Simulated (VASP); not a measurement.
Wanted: the native input for a VASP 6.6.1 run.

- Task: single point
- Functional: PBEsol
- Potentials or basis: VASP PAW PBE potentials, release 64 (Ti_sv)
- Cutoff: 500 eV
- k mesh: 12 × 12 × 12
- Occupations: fermi-dirac, width 0.15 eV
- Spin: no spin polarisation
- Dipole correction: no
- Further INCAR settings: ALGO = Normal; EDIFF = 1e-06; NBANDS = 12

The structure of Ti lies in POSCAR:

```
Ti
1.0
   -1.6094127619      1.6094127619      1.6094127619
    1.6094127619     -1.6094127619      1.6094127619
    1.6094127619      1.6094127619     -1.6094127619
Ti
1
Direct
    0.0000000000      0.0000000000      0.0000000000
```

This isn't the form of Ti at room conditions, which is hcp.

These files were run (other wordings do the same):

INCAR

```
SYSTEM = Ti
  PREC = Accurate
  ENCUT = 500
  EDIFF = 1E-6
  ISMEAR = -1
  SIGMA = 0.15
  LREAL = .FALSE.
  LASPH = .TRUE.
  NELM = 120
  ALGO = Normal
  ISIF = 2
  LWAVE = .FALSE.
  LCHARG = .TRUE.
  GGA = PS
  LELF = .TRUE.
  LVHAR = .TRUE.
  NBANDS = 12
  GGA_COMPAT = .FALSE.
```

KPOINTS

```
regular mesh
0
G
  12 12 12
  0 0 0
```

Potentials or basis: VASP PAW PBE potentials, release 64 (Ti_sv).

Command:

```sh
$ cat potpaw_PBE.64/Ti_sv/POTCAR > POTCAR
$ mpirun -np 1 vasp_std > vasp.out
```

Results of the run:

The pressure is -0.3 GPa. The band gap on the k mesh is zero (bands 6 and 7 overlap by 1.65 eV).

Caveat: the PAW data sets were made with another functional, which shifts forces and pressure a little.

Wall time 9.6 s on 1 thread of Intel(R) Xeon(R) 6975P-C (Granite Rapids) (shared host), peak memory 0.12 GiB.
